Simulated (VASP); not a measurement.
Set up this calculation in VASP 6.6.1, as the native input.

- Task: relaxation of cell and atoms
- Functional: PBE
- Potentials or basis: VASP PAW PBE potentials, release 64 (Zr_sv, Nb_sv, N)
- Cutoff: 600 eV
- k mesh: 6 × 6 × 10
- Occupations: gaussian, width 0.1 eV
- Spin: no spin polarisation
- Dipole correction: no
- Further INCAR settings: ALGO = Normal; EDIFF = 1e-06; IBRION = 2; EDIFFG = -0.01; NSW = 100; ISIF = 3

The structure of ZrNb2N4 lies in POSCAR:

```
ZrNb2N4
1.0
    3.0847655716     -4.2894112326      0.0000000000
    3.0847655716      4.2894112326      0.0000000000
    0.0000000000      0.0000000000      3.1909743983
Zr Nb N
1 2 4
Direct
    0.0000000000      0.0000000000      0.0000000000
    0.5000000000      0.0000000000      0.5000000000
    0.0000000000      0.5000000000      0.5000000000
    0.2387622464      0.2387622464      0.5000000000
    0.7612377536      0.7612377536      0.5000000000
    0.7450785901      0.2549214099      0.0000000000
    0.2549214099      0.7450785901      0.0000000000
```

The input as run:

INCAR

```
  ALGO = Normal
  EDIFF = 1E-6
  EDIFFG = -0.01
  ENCUT = 600
  GGA = PE
  IBRION = 2
  ISIF = 3
  ISMEAR = 0
  LASPH = T
  LCHARG = F
  LREAL = F
  LWAVE = F
  NELM = 60
  NSW = 100
  PREC = Accurate
  SIGMA = 0.1
```

KPOINTS

```
k-points
0
Gamma
  6 6 10
```

Potentials or basis: VASP PAW PBE potentials, release 64 (Zr_sv, Nb_sv, N).

Launch:

```sh
$ cat potpaw_PBE.64/Zr_sv/POTCAR potpaw_PBE.64/Nb_sv/POTCAR potpaw_PBE.64/N/POTCAR > POTCAR
$ mpirun -np 1 vasp_std > vasp.out
```

Results of the run:

* Energy gained by relaxing: 0.7 meV/atom
* Ionic steps: 11
* Pressure after relaxing: 0.0 GPa
* Largest force after relaxing: 0.006 eV/Å
* Band gap on the k mesh: zero (band 29 reaches 10.54 eV, above the bottom of band 30 at 7.67 eV)

Run time: 16 min on 1 thread of AMD EPYC 9R45 96-Core Processor (Zen 5), with other jobs on the host, peak memory 0.37 GiB.
